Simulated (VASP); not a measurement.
# BN (P6_3mc) in VASP: further runs, part 2 of 2

VASP 6.6.1. The steps go on from the part before.

### Step 4. Single point, r2SCAN

File POSCAR:

```
BN
1.0
    2.5439493101      0.0000000000      0.0000000000
   -1.2719746550      2.2031247285      0.0000000000
    0.0000000000      0.0000000000      4.2078167837
B N
2 2
Direct
    0.6666666667      0.3333333333      0.0002035745
    0.3333333333      0.6666666667      0.5002035745
    0.6666666667      0.3333333333      0.3747964255
    0.3333333333      0.6666666667      0.8747964255
```

File INCAR.step1:

```
SYSTEM = BN
PREC = Accurate
ENCUT = 520
ISMEAR = 0
SIGMA = 0.01
LREAL = .False.
LASPH = .True.
NELM = 60
NBANDS = 16
GGA = PE
ALGO = Normal
EDIFF = 1E-4
LWAVE = .True.
LCHARG = .False.
```

File INCAR.step2:

```
SYSTEM = BN
PREC = Accurate
ENCUT = 520
EDIFF = 1E-6
ISMEAR = 0
SIGMA = 0.01
LREAL = .False.
LASPH = .True.
NELM = 60
ALGO = Normal
ISIF = 2
LWAVE = .False.
LCHARG = .True.
METAGGA = R2SCAN
LMIXTAU = .True.
LELF = .True.
LVHAR = .True.
NBANDS = 16
ISTART = 1
```

File KPOINTS:

```
regular mesh
0
Gamma
  6 6 4
  0 0 0
```

Potentials or basis: VASP PAW PBE potentials, release 64 (B, N).

Command:

```sh
> cat potpaw_PBE.64/B/POTCAR potpaw_PBE.64/N/POTCAR > POTCAR
> cp INCAR.step1 INCAR
> mpirun -np 1 vasp_std > vasp.out
> cp INCAR.step2 INCAR
> mpirun -np 1 vasp_std > vasp.out
```

OUTCAR:

```text
SYSTEM = BN
   PREC = Accurate
   ENCUT = 520
   EDIFF = 1E-6
   ISMEAR = 0
   LREAL = .False.
   LASPH = .True.
   NELM = 60
   ISIF = 2
   METAGGA = R2SCAN
   ISTART = 1

 ion  position               nearest neighbor table
   1  0.667  0.333  0.000-   4 1.56   4 1.56   4 1.56   3 1.58
   2  0.333  0.667  0.500-   3 1.56   3 1.56   3 1.56   4 1.58
   3  0.667  0.333  0.375-   2 1.56   2 1.56   2 1.56   1 1.58
   4  0.333  0.667  0.875-   1 1.56   1 1.56   1 1.56   2 1.58

  LATTYP: Found a hexagonal cell.
 ALAT       =     2.5439493101
 C/A-ratio  =     1.6540489887

  Lattice vectors:

 A1 = (   2.5439493101,   0.0000000000,   0.0000000000)
 A2 = (  -1.2719746550,   2.2031247285,   0.0000000000)
 A3 = (   0.0000000000,   0.0000000000,   4.2078167837)

Analysis of symmetry for initial positions (statically):
=====================================================================
 Subroutine PRICEL returns:
 Original cell was already a primitive cell.

 Routine SETGRP: Setting up the symmetry group for a
 hexagonal supercell.

 Subroutine GETGRP returns: Found 12 space group operations
 (whereof  6 operations were pure point group operations)
 out of a pool of 24 trial point group operations.

The static configuration has the point symmetry C_3v.
 The point group associated with its full space group is C_6v.

Analysis of symmetry for dynamics (positions and initial velocities):
=====================================================================
 Subroutine PRICEL returns:
 Original cell was already a primitive cell.

 Routine SETGRP: Setting up the symmetry group for a
 hexagonal supercell.

 Subroutine GETGRP returns: Found 12 space group operations
 (whereof  6 operations were pure point group operations)
 out of a pool of 24 trial point group operations.

The dynamic configuration has the point symmetry C_3v.
 The point group associated with its full space group is C_6v.

 Subroutine INISYM returns: Found 12 space group operations
 (whereof  6 operations are pure point group operations),
 and found     1 'primitive' translations

----------------------------------------------------------------------------------------

                                     Primitive cell

  volume of cell :      23.5833

  direct lattice vectors                    reciprocal lattice vectors
     2.543949310  0.000000000  0.000000000     0.393089593  0.226950383  0.000000000
    -1.271974655  2.203124729  0.000000000     0.000000000  0.453900765  0.000000000
     0.000000000  0.000000000  4.207816784     0.000000000  0.000000000  0.237652933

  length of vectors
     2.543949310  2.543949310  4.207816784     0.453900765  0.453900765  0.237652933

  position of ions in fractional coordinates (direct lattice)
     0.666666667  0.333333333  0.000203574
     0.333333333  0.666666667  0.500203574
     0.666666667  0.333333333  0.374796426
     0.333333333  0.666666667  0.874796426

  ion indices of the primitive-cell ions
   primitive index   ion index
                 1           1
                 2           2
                 3           3
                 4           4

----------------------------------------------------------------------------------------
[... 27 lines left out ...]
  0.000000  0.000000  0.000000      1.000000
  0.166667  0.000000  0.000000      6.000000
  0.333333 -0.000000  0.000000      6.000000
  0.500000 -0.000000  0.000000      3.000000
  0.166667  0.166667  0.000000      6.000000
  0.333333  0.166667  0.000000     12.000000
[... 13 lines left out ...]
  0.333333  0.166667  0.500000     12.000000
  0.333333  0.333333  0.500000      2.000000
   k-points           NKPTS =     21   k-points in BZ     NKDIM =     21   number of bands    NBANDS=     16
   number of dos      NEDOS =    301   number of ions     NIONS =      4
   total plane-waves  NPLWV =  12800
   dimension x,y,z NGX =    20 NGY =   20 NGZ =   32
   dimension x,y,z NGXF=    40 NGYF=   40 NGZF=   64
   ions per type =               2   2
   NGX,Y,Z   is equivalent  to a cutoff of  13.07, 13.07, 12.64 a.u.
   NGXF,Y,Z  is equivalent  to a cutoff of  26.14, 26.14, 25.29 a.u.
 SYSTEM =  BN
   PREC   = accura    normal or accurate (medium, high low for compatibility)
   ISTART =      1    job   : 0-new  1-cont  2-samecut
   ICHARG =      0    charge: 1-file 2-atom 10-const
   ISPIN  =      1    spin polarized calculation?
   LNONCOLLINEAR =      F non collinear calculations
   LSORBIT =      F    spin-orbit coupling
   LASPH  =      T    aspherical Exc in radial PAW
   ENCUT  =  520.0 eV  38.22 Ry    6.18 a.u.   4.73  4.73  7.82*2*pi/ulx,y,z
   NELM   =     60;   NELMIN=  2; NELMDL=  0     # of ELM steps
   EDIFF  = 0.1E-05   stopping-criterion for ELM
   LREAL  =      F    real-space projection
   EDIFFG = 0.1E-04   stopping-criterion for IOM
   NSW    =      0    number of steps for IOM
   IBRION =     -1    ionic relax: 0-MD 1-quasi-New 2-CG
   NFREE  =      0    steps in history (QN), initial steepest desc. (CG)
   ISIF   =      2    stress and relaxation
   ISYM   =      2    0-nonsym 1-usesym 2-fastsym
   POTIM  = 0.5000    time-step for ionic-motion
   TEBEG  =    0.0;   TEEND  =   0.0 temperature during run
   PSTRESS=    0.0 pullay stress
   NELECT =      16.0000    total number of electrons
   NUPDOWN=      -1.0000    fix difference up-down
   EMIN   =  10.00;   EMAX   =-10.00  energy-range for DOS
   EFERMI =   0.00;   METHOD = LEGACY
   ISMEAR =     0;   SIGMA  =   0.01  broadening in eV -4-tet -1-fermi 0-gaus
   EFERMI_NEDOS =   21; number of points for ismear=-14 and -15
   IALGO  =     38    algorithm
   IMIX   =      4    mixing-type and parameters
     AMIX     =   0.40;   BMIX     =  1.00
     AMIX_MAG =   1.60;   BMIX_MAG =  1.00
  volume/ion in A,a.u.               =       5.90        39.79
  Fermi-wavevector in a.u.,A,eV,Ry     =   1.438512  2.718393 28.154749  2.069316
  Thomas-Fermi vector in A             =   2.557470
   LORBIT       =      0    0 simple, 1 ext, 2 COOP (PROOUT), +10 PAW based schemes
   METAGGA = R2SCAN    functional components
   LHFCALC =     F    Hartree Fock is set to
   AEXX    =    0.0000 exact exchange contribution
   IVDW    =     0    specifies the selected vdW correction
   LEPSILON=     F    determine dielectric tensor
   LRPA    =     F    only Hartree local field effects (RPA)
 non-spin polarized calculation
 Gauss-broadening in eV      SIGMA  =   0.01
  energy-cutoff  :      520.00
  volume of cell :       23.58
 maximum number of plane-waves:       652
 NGX is ok and might be reduce to    20
   NGX =  9   NGY =  9   NGZ = 15

 number of electron      16.0000000 magnetization

 Free energy of the ion-electron system (eV)
  ---------------------------------------------------
  ext. energy  EPLUGINS =         0.00000000
  ---------------------------------------------------
  free energy    TOTEN  =       -38.26197997 eV

  energy without entropy =      -38.26197997  energy(sigma->0) =      -38.26197997

 E-fermi :   7.5047     XC(G=0): -13.6449

 val. band max:        7.4281654651   @ k =   0.0000   0.0000   0.0000
 cond. band min:      13.1452413517   @ k =   0.3333   0.3333   0.0000
 fundamental gap:      5.7170758866
 Fermi energy:         7.5047317030

 k-point     1 :       0.0000    0.0000    0.0000
  band No.  band energies     occupation
      1     -14.0647      2.00000
      2      -9.8238      2.00000
      3      -3.9039      2.00000
      4       5.2181      2.00000
      5       5.2181      2.00000
      6       7.1579      2.00000
[... 376 lines left out ...]
      3      -1.8042      2.00000
      4      -1.8042      2.00000
      5      -0.5660      2.00000
      6      -0.5660      2.00000
[... 8 lines left out ...]
     15      25.2960      0.00000
     16      25.2960      0.00000

------------------------ aborting loop because EDIFF is reached ----------------------------------------

  FORCE on cell =-STRESS in cart. coord.  units (eV):
  Direction    XX          YY          ZZ          XY          YZ          ZX
  --------------------------------------------------------------------------------------
  -------------------------------------------------------------------------------------
  Total        0.1741198      0.1741198      0.1527819      0.0000000      0.0000000      0.0000000
  in kB       11.8291753     11.8291753     10.3795409      0.0000000      0.0000000      0.0000000
  external PRESSURE =      11.3459638 kB  Pullay stress =       0.0000000 kB

 VOLUME and BASIS-vectors are now :
 -----------------------------------------------------------------------------
  energy-cutoff  :      520.00
  volume of cell :       23.58
      direct lattice vectors                 reciprocal lattice vectors
     2.543949310  0.000000000  0.000000000     0.393089593  0.226950383  0.000000000
    -1.271974655  2.203124729  0.000000000     0.000000000  0.453900765  0.000000000
     0.000000000  0.000000000  4.207816784     0.000000000  0.000000000  0.237652933

 POSITION                                       TOTAL-FORCE (eV/Angst)
 -----------------------------------------------------------------------------------
      1.27197      0.73437      0.00086        -0.000000      0.000000     -0.002143
     -0.00000      1.46875      2.10476        -0.000000      0.000000     -0.002143
      1.27197      0.73437      1.57707        -0.000000      0.000000      0.002143
     -0.00000      1.46875      3.68098         0.000000     -0.000000      0.002143
 -----------------------------------------------------------------------------------
    total drift:                               -0.000000     -0.000000     -0.002262

  FREE ENERGIE OF THE ION-ELECTRON SYSTEM (eV)
  ---------------------------------------------------
  free  energy   TOTEN  =       -38.2619799693 eV

  energy  without entropy=      -38.2619799693  energy(sigma->0) =      -38.26197997
```

It took 39 s on 1 thread of AMD EPYC 7R43 (Zen 3), shared host; peak memory 0.1 GiB.

What came out:

| Quantity | Value |
| --- | --- |
| Free energy | -38.2620 eV |
| Pressure | 1.1 GPa |
| Band gap on the k mesh | 5.72 eV (least direct gap 8.99 eV) |

Forces on the atoms (eV/Å):
```
B    0.000  0.000 -0.002
B    0.000  0.000 -0.002
N    0.000  0.000  0.002
N    0.000  0.000  0.002
```

Stress tensor (GPa, compression positive):
```
1.18 0.00 0.00
0.00 1.18 0.00
0.00 0.00 1.04
```

Levels at points of the mesh, in eV from the valence-band top:
```
           k point  band 6  band 7  band 8  band 9  band 10  band 11
(0.00, 0.00, 0.00)   -0.27    0.00    0.00    9.07     9.07     9.31
(0.50, 0.00, 0.00)   -5.19   -4.53   -2.20    7.30     8.60    11.38
(0.00, 0.00, 0.50)   -1.22   -1.22   -1.22   10.25    10.25    10.69
(0.50, 0.00, 0.50)   -3.92   -3.73   -3.73    7.20     7.20    10.72
```

Caveat: the k points lie up to 0.48 Å⁻¹ apart; the PAW data sets were made with another functional, which shifts forces and pressure a little. r2SCAN opens gaps a little over a GGA but as a rule still falls short of measured ones.

### Step 5. Single point, PBE

File INCAR:

```
  PREC = Accurate
  ENCUT = 520
  EDIFF = 1E-6
  ISMEAR = 0
  SIGMA = 0.01
  LREAL = False
  LASPH = True
  NELM = 60
  ALGO = Normal
  ISIF = 2
  LWAVE = False
  LCHARG = False
  GGA = PE
  NBANDS = 16
```

File KPOINTS:

```
Automatic mesh
0
Gamma
  9 9 6
```

POSCAR is that of step 4.

Command:

```sh
> cat potpaw_PBE.64/B/POTCAR potpaw_PBE.64/N/POTCAR > POTCAR
> mpirun -np 1 vasp_std > vasp.out
```

Wall time 16 s (1 thread of AMD EPYC 7R43 (Zen 3), shared host); peak memory 0.1 GiB.

It converged, with:

```yaml
Free_energy: -34.8275 eV
Pressure: 4.9 GPa
Largest_force: 0.009 eV/Å
Band_gap_on_the_k_mesh: 5.19 eV (least direct gap 8.29 eV)
```

Forces in eV/Å, atoms in the order of the input:
```
B    0.000  0.000  0.009
B    0.000  0.000  0.009
N    0.000  0.000 -0.009
N    0.000  0.000 -0.009
```

Stress tensor (GPa, compression positive):
```
4.99 0.00 0.00
0.00 4.99 0.00
0.00 0.00 4.83
```

Levels at points of the mesh, in eV from the valence-band top:
```csv
k point,band 6,band 7,band 8,band 9,band 10,band 11
"(0.00, 0.00, 0.00)",-0.27,0.00,0.00,8.38,8.38,8.62
"(0.00, 0.00, 0.50)",-1.18,-1.18,-1.18,9.52,9.52,9.94
```

Caveat: the cell stands under pressure. A k mesh can miss the band edges.

### Step 6. Single point, HSE06

POSCAR is that of step 5.

File INCAR.step1:

```
  ALGO = Normal
  EDIFF = 1E-5
  ENCUT = 520
  GGA = PE
  ISIF = 2
  ISMEAR = 0
  LASPH = True
  LCHARG = False
  LREAL = False
  LWAVE = True
  NBANDS = 16
  NELM = 80
  PREC = Accurate
  SIGMA = 0.01
```

File INCAR.step2:

```
  ALGO = Normal
  EDIFF = 1E-7
  ENCUT = 520
  GGA = PE
  HFSCREEN = 0.2079
  ISIF = 2
  ISMEAR = 0
  ISTART = 1
  LASPH = True
  LCHARG = False
  LHFCALC = True
  LREAL = False
  LWAVE = False
  NBANDS = 16
  NELM = 80
  PREC = Accurate
  PRECFOCK = Normal
  SIGMA = 0.01
```

File KPOINTS:

```
k-points
0
Gamma
  6 6 4
```

Potentials or basis: VASP PAW PBE potentials, release 64 (B, N).

Command:

```sh
> cat potpaw_PBE.64/B/POTCAR potpaw_PBE.64/N/POTCAR > POTCAR
> cp INCAR.step1 INCAR
> mpirun -np 1 vasp_std > vasp.out
> cp INCAR.step2 INCAR
> mpirun -np 1 vasp_std > vasp.out
```

Run time: 25 min. Hardware: 1 thread of AMD EPYC 7R43 (Zen 3), shared host; peak memory 0.2 GiB.

The run converged. Its results:

| Property | Result |
| --- | --- |
| Free energy | -40.5773 eV |
| Pressure | -3.9 GPa |
| Largest force | 0.013 eV/Å |
| Band gap on the k mesh | 6.51 eV (least direct gap 9.96 eV) |

Forces on the atoms (eV/Å):
```
B    0.000  0.000 -0.013
B    0.000  0.000 -0.013
N    0.000  0.000  0.013
N    0.000  0.000  0.013
```

Stress tensor (GPa, compression positive):
```
-3.70  0.00  0.00
 0.00 -3.70  0.00
 0.00  0.00 -4.39
```

Levels at points of the mesh, in eV from the valence-band top:
| k point | band 6 | band 7 | band 8 | band 9 | band 10 | band 11 |
| --- | --- | --- | --- | --- | --- | --- |
| (0.00, 0.00, 0.00) | -0.27 | 0.00 | 0.00 | 10.09 | 10.09 | 10.34 |
| (0.50, 0.00, 0.00) | -5.41 | -4.71 | -2.30 | 8.16 | 9.50 | 12.43 |
| (0.00, 0.00, 0.50) | -1.27 | -1.27 | -1.27 | 11.23 | 11.23 | 11.73 |
| (0.50, 0.00, 0.50) | -4.09 | -3.87 | -3.87 | 8.06 | 8.06 | 11.69 |

Caveat: the k points lie up to 0.48 Å⁻¹ apart; the PAW data sets were made with another functional, which shifts forces and pressure a little.

### Step 7. The runs side by side

| level | k mesh | grid for exact exchange (PRECFOCK) | share of exact exchange | screening parameter | gap on the mesh (eV) | pressure (GPa) | largest force (eV/Å) |
| --- | --- | --- | --- | --- | --- | --- | --- |
| PBE | 6 × 6 × 4 | - | - | - | 5.19 | 5.0 | - |
| r2SCAN | 6 × 6 × 4 | - | - | - | 5.72 | 1.1 | - |
| PBE | 9 × 9 × 6 | - | - | - | 5.19 | 4.9 | 0.01 |
| HSE06 | 6 × 6 × 4 | Normal | 0.25 | 0.2079 1/Å | 6.51 | -3.9 | 0.01 |

Alike in all rows: task single point; potentials or basis VASP PAW PBE potentials, release 64 (B, N); no spin polarisation; cell as given; cutoff (eV) 520; smearing gaussian 0.01 eV.

Caveats: some runs use coarse meshes; the PAW data sets were made with another functional, which shifts forces and pressure a little (at least some runs); the cell stands under pressure (at least some runs).

Total energies depend on the potentials used, so only differences within one code and one set of settings carry meaning.
